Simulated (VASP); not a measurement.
Crystal: Sn.

```
CELL_PARAMETERS angstrom
0.00000 3.21007 3.21007
3.21007 0.00000 3.21007
3.21007 3.21007 0.00000
ATOMIC_POSITIONS crystal
Sn 0.00000 0.00000 0.00000
Sn 0.25000 0.25000 0.25000
```

| Property | Result |
| --- | --- |
| Program | VASP 6.6.1 |
| Task | relaxation of cell and atoms |
| Functional | PBE |
| Potentials or basis | VASP PAW PBE potentials, release 64 (Sn_d) |
| Cutoff | 600 eV |
| k mesh | 6 × 6 × 6 |
| Occupations | fermi-dirac, width 0.02 eV |
| Spin | no spin polarisation |

At the start: pressure 5.1 GPa; volume 33.08 Å³/atom.

Task: How do energy, volume and symmetry change on relaxing?

Result: Over 3 steps the energy falls by 53.8 meV/atom and the volume is 36.82 Å³/atom (+11.3 %); space group Fd-3m (No. 227, to 0.05 Å).

Step by step:
| step | energy change (eV) | largest force (eV/Å) | pressure (GPa) | volume (Å³) |
| --- | --- | --- | --- | --- |
| 1 | 0.0000 | 0.0000 | 5.09 | 66.16 |
| 2 | -0.0943 | 0.0000 | -1.33 | 76.73 |
| 3 | -0.1076 | 0.0000 | -0.01 | 73.64 |

Final structure:
```
Sn
1.0
     0.00000    3.32684    3.32684
     3.32684    0.00000    3.32684
     3.32684    3.32684    0.00000
Sn
2
Direct
  0.00000 0.00000 0.00000
  0.25000 0.25000 0.25000
```
